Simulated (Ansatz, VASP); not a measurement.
Two plane-wave programs on Ta4S4Br

```
Ta S Br
1.0
     3.58159    0.00000    0.00000
    -1.79080    3.10175    0.00000
     0.00000    0.00000   14.43385
Ta S Br
4 4 1
Direct
  0.00000 0.00000 0.81074
  0.00000 0.00000 0.18926
  0.33333 0.66667 0.38478
  0.66667 0.33333 0.61522
  0.33333 0.66667 0.71298
  0.66667 0.33333 0.90850
  0.33333 0.66667 0.09150
  0.66667 0.33333 0.28702
  0.00000 0.00000 0.50000
```

Alike in both runs: task relaxation of cell and atoms; functional PBE; dispersion D3(BJ); k mesh 6 × 6 × 2; occupations gaussian, width 0.1 eV; no spin polarisation.

|  | VASP | Ansatz |
| --- | --- | --- |
| version | VASP 6.6.1 | Ansatz 0.2.0 |
| potentials or method | VASP PAW PBE potentials, release 64 (Ta_pv, S, Br), cutoff 600 eV | scalar-relativistic, plane waves, PAW |
| valence electrons in the cell | 75 | 83 |

|  | VASP | Ansatz | Ansatz less VASP |
| --- | --- | --- | --- |
| gap on the k mesh at the Fermi level, each at its own relaxed structure (eV) | none | none | - |
| relaxed volume (Å³/atom) | 18.53 | 18.51 | -0.023 |
| relaxed cell length with the largest relative difference (Å) | 3.610 | 3.608 | -0.0022 |

A gap of «none» marks a metal or a gap that the smearing closes. VASP's potentials hold 75 valence electrons a cell and Ansatz's 83, so a difference there can come from the potentials and not from the codes.

Spin-orbit coupling is off throughout.
